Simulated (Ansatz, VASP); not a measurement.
Al2Cu: VASP beside Ansatz

The input INCAR:

```
ALGO = Normal
EDIFF = 1E-7
ENCUT = 520
GGA = PE
ISIF = 2
ISMEAR = 0
LASPH = True
LCHARG = False
LREAL = False
LWAVE = False
NBANDS = 16
NELM = 80
PREC = Accurate
SIGMA = 0.1
```

The input KPOINTS:

```
k-points
0
Gamma
  6 6 6
```

The input POSCAR:

```
Al2Cu
1.0
    4.3620451000      0.0000000000      0.0000000000
   -2.1810225500      3.7776418700      0.0000000000
    0.0000000000      0.0000000000      2.6711961800
Al Cu
2 1
Direct
    0.6666666700      0.3333333300      0.6666666700
    0.3333333300      0.6666666700      0.3333333300
    0.0000000000      0.0000000000      0.0000000000
```

Input for Ansatz:

```yaml
crystal:
  lattice:
    - [4.3620451, 0.0, 0.0]
    - [-2.18102255, 3.77764187, 0.0]
    - [0.0, 0.0, 2.67119618]
  atoms:
    - { symbol: Al, position: [0.66666667, 0.33333333, 0.66666667] }
    - { symbol: Al, position: [0.33333333, 0.66666667, 0.33333333] }
    - { symbol: Cu, position: [0.0, 0.0, 0.0] }
basis:
  ecutwfc: 420
kpoints:
  mp_grid: { grid: [6, 6, 6] }
hamiltonian:
  xc: pbe
scf:
  occupations: { method: gaussian, width: 0.1 }
  lower_state_search: "off"
output:
  forces: true
  stress: true
  eigenvalues: true
```

Alike in both runs: task single point; functional PBE; k mesh 6 × 6 × 6; occupations gaussian, width 0.1 eV; no spin polarisation.

|  | VASP | Ansatz |
| --- | --- | --- |
| version | VASP 6.6.1 | Ansatz 0.2.0 |
| potentials or method | VASP PAW PBE potentials, release 64 (Al, Cu), cutoff 520 eV | scalar-relativistic, plane waves, PAW |
| valence electrons in the cell | 17 | 25 |

|  | VASP | Ansatz | Ansatz less VASP |
| --- | --- | --- | --- |
| gap on the k mesh at the Fermi level (eV) | none | none | - |
| pressure (GPa) | 2.1 | 2.0 | -0.13 |
| traceless stress, the component that is largest in VASP (GPa) | 3.41 | 3.38 | -0.024 |
| rms of the force components (eV/Å) | 0.237 | 0.241 | +0.0043 |

Atom by atom the forces differ by 0.004 eV/Å (rms over components). A gap of «none» marks a metal or a gap that the smearing closes. VASP's potentials hold 17 valence electrons a cell and Ansatz's 25, so a difference there can come from the potentials and not from the codes.

The k mesh is coarse, so the values compare programs but aren't converged.
